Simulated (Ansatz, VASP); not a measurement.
One calculation of BeS, two programs

File POSCAR:

```
BeS
1.0
    0.0000000000      2.3288836829      2.3288836829
    2.3288836829      0.0000000000      2.3288836829
    2.3288836829      2.3288836829      0.0000000000
Be S
1 1
Direct
    0.0000000000      0.0000000000      0.0000000000
    0.5000000000      0.5000000000      0.5000000000
```

The input INCAR.step1:

```
SYSTEM = BeS
ALGO     = Normal         ! electronic algorithm
EDIFF    = 1E-5           ! SCF threshold, eV
ENCUT    = 520            ! plane-wave cutoff, eV
GGA      = PE             ! functional
ISIF     = 2              ! what is computed and relaxed
ISMEAR   = 0              ! smearing method
LASPH    = .True.         ! aspherical terms in the spheres
LCHARG   = .False.        ! write CHGCAR
LREAL    = .False.        ! projectors in reciprocal space
LWAVE    = .True.         ! write WAVECAR
NBANDS   = 11             ! bands
NELM     = 100            ! most SCF steps
PREC     = Accurate       ! precision mode
SIGMA    = 0.01           ! smearing width, eV
```

File INCAR.step2:

```
SYSTEM = BeS
ALGO     = Normal         ! electronic algorithm
EDIFF    = 1E-6           ! SCF threshold, eV
ENCUT    = 520            ! plane-wave cutoff, eV
GGA      = PE             ! functional
HFSCREEN = 0.2079         ! screening, 1/A
ISIF     = 2              ! what is computed and relaxed
ISMEAR   = 0              ! smearing method
ISTART   = 1            
LASPH    = .True.         ! aspherical terms in the spheres
LCHARG   = .False.        ! write CHGCAR
LHFCALC  = .True.         ! exact exchange
LREAL    = .False.        ! projectors in reciprocal space
LWAVE    = .False.        ! write WAVECAR
NBANDS   = 11             ! bands
NELM     = 100            ! most SCF steps
PREC     = Accurate       ! precision mode
PRECFOCK = Normal       
SIGMA    = 0.01           ! smearing width, eV
```

File KPOINTS:

```
k-points
0
Gamma
  6 6 6
  0 0 0
```

Input for Ansatz:

```yaml
crystal:
  lattice:
    - [0.0, 2.3288836829, 2.3288836829]
    - [2.3288836829, 0.0, 2.3288836829]
    - [2.3288836829, 2.3288836829, 0.0]
  atoms:
    - { symbol: Be, position: [0.0, 0.0, 0.0] }
    - { symbol: S, position: [0.5, 0.5, 0.5] }
kpoints:
  mp_grid: { grid: [6, 6, 6] }
  band_path:
    path:
      - [0.0, 0.0, 0.0]
      - [0.5, 0.0, 0.5]
      - [0.625, 0.25, 0.625]
      - [0.375, 0.375, 0.75]
      - [0.5, 0.5, 0.5]
      - [0.5, 0.25, 0.75]
      - [0.0, 0.148438, -0.151042]
      - [0.0, 0.5, 0.5]
    npoints: 1
hamiltonian:
  xc: hse06
scf:
  occupations: { method: fixed }
  n_extra_bands: 4
output:
  forces: true
  stress: true
  eigenvalues: true
```

Change from the starting cell: hydrostatic strain +0.5%.

Alike in both runs: task single point; functional HSE06; k mesh 6 × 6 × 6; no spin polarisation.

|  | VASP | Ansatz |
| --- | --- | --- |
| version | VASP 6.6.1 | Ansatz 0.2.0 |
| potentials or method | VASP PAW PBE potentials, release 64 (Be, S) | plane waves, PAW |
| plane-wave cutoff (eV) | 520 | 420 |
| occupations | gaussian, width 0.01 eV | fixed |
| valence electrons in the cell | 8 | 8 |

|  | VASP | Ansatz | Ansatz less VASP |
| --- | --- | --- | --- |
| gap on the k mesh at the Fermi level (eV) | 1.73 | 1.74 | +0.010 |
| pressure (GPa) | -3.5 | -3.3 | +0.21 |

Ansatz's warnings: stress exchange threshold loose, stress scf threshold loose.
